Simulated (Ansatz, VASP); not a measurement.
## AlN in VASP and in Ansatz

File INCAR:

```
SYSTEM = AlN
PREC = Accurate
ENCUT = 520
EDIFF = 1E-6
ISMEAR = 0
SIGMA = 0.05
LREAL = .FALSE.
LASPH = .TRUE.
NELM = 60
ALGO = Normal
ISIF = 2
LWAVE = .FALSE.
LCHARG = .FALSE.
GGA = PS
NBANDS = 16
```

KPOINTS

```
Automatic mesh
0
G
  9 9 6
  0 0 0
```

File POSCAR:

```
AlN
1.0
    3.3014407767      0.0000000000      0.0000000000
   -1.6507203884      2.8591315817      0.0000000000
    0.0000000000      0.0000000000      4.0158000000
Al N
2 2
Direct
    0.3333333333      0.6666666667      0.7500000000
    0.6666666667      0.3333333333      0.2500000000
    0.3333333333      0.6666666667      0.2500000000
    0.6666666667      0.3333333333      0.7500000000
```

Input for Ansatz:

```yaml
crystal:
  lattice:
    - [3.3014407767, 0.0, 0.0]
    - [-1.6507203884, 2.8591315817, 0.0]
    - [0.0, 0.0, 4.0158]
  atoms:
    - { symbol: Al, position: [0.3333333333, 0.6666666667, 0.75] }
    - { symbol: Al, position: [0.6666666667, 0.3333333333, 0.25] }
    - { symbol: "N", position: [0.3333333333, 0.6666666667, 0.25] }
    - { symbol: "N", position: [0.6666666667, 0.3333333333, 0.75] }
basis:
  ecutwfc: 520.0
kpoints:
  mp_grid: { grid: [9, 9, 6] }
hamiltonian:
  xc: pbesol
  pseudopotentials: { kind: paw, azcp: { folder: soft_1 } }
scf:
  occupations: { method: gaussian, width: 0.05 }
output:
  forces: true
  stress: true
  eigenvalues: true
```

Alike in both runs: task single point; functional PBEsol; k mesh 9 × 9 × 6; occupations gaussian, width 0.05 eV; no spin polarisation.

```csv
,VASP,Ansatz
version,VASP 6.6.1,Ansatz 0.2.0
potentials or method,"VASP PAW PBE potentials, release 64 (Al, N), cutoff 520 eV","scalar-relativistic, plane waves, PAW"
valence electrons in the cell,16,16
```

```csv
,VASP,Ansatz,Ansatz less VASP
gap on the k mesh at the Fermi level (eV),3.63,3.62,-0.013
least direct gap on the mesh (eV),3.63,3.62,-0.013
pressure (GPa),6.6,6.6,-0.04
"traceless stress, the component that is largest in VASP (GPa)",4.50,4.45,-0.055
```

VASP's potentials were made for PBE, not for PBEsol, and Ansatz warns of the same on its side. With one functional, cell and mesh, what is left measures potentials, basis and numerics.
